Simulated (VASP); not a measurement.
**Co: single point with LDA**

Crystal: Co.

```
CELL_PARAMETERS angstrom
2.42738 0.00000 0.00000
-1.21369 2.10217 0.00000
0.00000 0.00000 3.92305
ATOMIC_POSITIONS crystal
Co 0.33333 0.66667 0.25000
Co 0.66667 0.33333 0.75000
```

```
Program                : VASP 6.6.1
Task                   : single point
Functional             : LDA
Potentials or basis    : VASP PAW LDA potentials, release 64 (Co)
Cutoff                 : 520 eV
k mesh                 : 16 × 16 × 9
Occupations            : fermi-dirac, width 0.05 eV
Spin                   : collinear spin, ferromagnetic start
Starting moments       : [1.558, 1.558] μB
Dipole correction      : no
Further INCAR settings : ALGO = Normal; EDIFF = 1e-06; NBANDS = 20
```

```json
{
  "Pressure": "-0.9 GPa",
  "Net moment": "2.99 μB per cell",
  "Site moments": "Co +1.49 μB",
  "Valence electrons inside the program's atomic spheres": "Co 8.45"
}
```

Stress tensor (GPa, compression positive):
```
-0.58  0.00  0.00
 0.00 -0.58  0.00
 0.00  0.00 -1.68
```

Levels at points of the mesh, in eV from the Fermi level:
Spin up:
| k point | band 8 | band 9 | band 10 | band 11 | band 12 | band 13 |
| --- | --- | --- | --- | --- | --- | --- |
| (0.00, 0.00, 0.00) | -1.76 | -1.76 | -0.49 | -0.49 | -0.07 | 7.23 |
| (0.50, 0.00, 0.00) | -0.34 | -0.22 | -0.17 | 1.69 | 3.86 | 10.40 |
Spin down:
```
           k point  band 5  band 6  band 7  band 8  band 9  band 10
(0.00, 0.00, 0.00)   -1.16   -0.75   -0.75   -0.29   -0.29     0.10
(0.50, 0.00, 0.00)   -1.34   -1.19   -0.74    1.24    1.38     1.42
```

Run time: 44 s on 1 thread of Intel(R) Xeon(R) 6975P-C (Granite Rapids) (shared host), peak memory 0.19 GiB.
